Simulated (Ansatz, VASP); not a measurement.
# Two plane-wave programs on Cr

POSCAR

```
Cr
1.0
   -1.4149597590      1.4149597590      1.4149597590
    1.4149597590     -1.4149597590      1.4149597590
    1.4149597590      1.4149597590     -1.4149597590
Cr
1
Direct
    0.0000000000      0.0000000000      0.0000000000
```

INCAR.step1

```
SYSTEM = Cr
  ALGO = Normal
  EDIFF = 1E-5
  ENCUT = 550
  GGA = PE
  GGA_COMPAT = .FALSE.
  ISMEAR = 1
  LASPH = .TRUE.
  LCHARG = .FALSE.
  LREAL = .FALSE.
  LWAVE = .TRUE.
  NBANDS = 12
  NELM = 120
  PREC = Accurate
  SIGMA = 1.0
```

The input INCAR.step2:

```
SYSTEM = Cr
  ALGO = Normal
  EDIFF = 1E-6
  ENCUT = 550
  GGA_COMPAT = .FALSE.
  ISIF = 2
  ISMEAR = 1
  ISTART = 1
  LASPH = .TRUE.
  LCHARG = .FALSE.
  LMIXTAU = .TRUE.
  LREAL = .FALSE.
  LWAVE = .FALSE.
  METAGGA = R2SCAN
  NBANDS = 12
  NELM = 120
  PREC = Accurate
  SIGMA = 1.0
```

File KPOINTS:

```
k-points
0
G
  15 15 15
  0 0 0
```

Input for Ansatz:

```yaml
crystal:
  lattice:
    - [-1.414959759, 1.414959759, 1.414959759]
    - [1.414959759, -1.414959759, 1.414959759]
    - [1.414959759, 1.414959759, -1.414959759]
  atoms:
    - { symbol: Cr, position: [0.0, 0.0, 0.0] }
hamiltonian:
  xc: r2scan
  pseudopotentials:
    kind: paw
    azcp:
      Cr: "pseudopotentials/Cr.paw.azcp"
basis:
  ecutwfc: 500
  fft_grid_basis: typed
kpoints:
  mp_grid: { grid: [15, 15, 15], shift: [0, 0, 0] }
magnetization:
  spin_polarized: false
scf:
  occupations: { method: cold, width: 1.0 }
  lower_state_search: "off"
output:
  stress: true
```

Alike in both runs: task single point; functional r2SCAN; k mesh 15 × 15 × 15; no spin polarisation.

```csv
,VASP,Ansatz
version,VASP 6.6.1,Ansatz 0.2.0
potentials or method,"VASP PAW PBE potentials, release 64 (Cr_pv), cutoff 550 eV","plane waves (500 eV) with PAW, scalar-relativistic"
occupations,"methfessel-paxton of order 1, width 1 eV","cold, width 1 eV"
valence electrons in the cell,12,14
```

```tsv
	VASP	Ansatz	Ansatz less VASP
pressure (GPa)	-1.7	-3.6	-1.87
```

VASP's potentials were made for PBE, not for r2SCAN. VASP's potentials hold 12 valence electrons a cell and Ansatz's 14, so a difference there can come from the potentials and not from the codes.
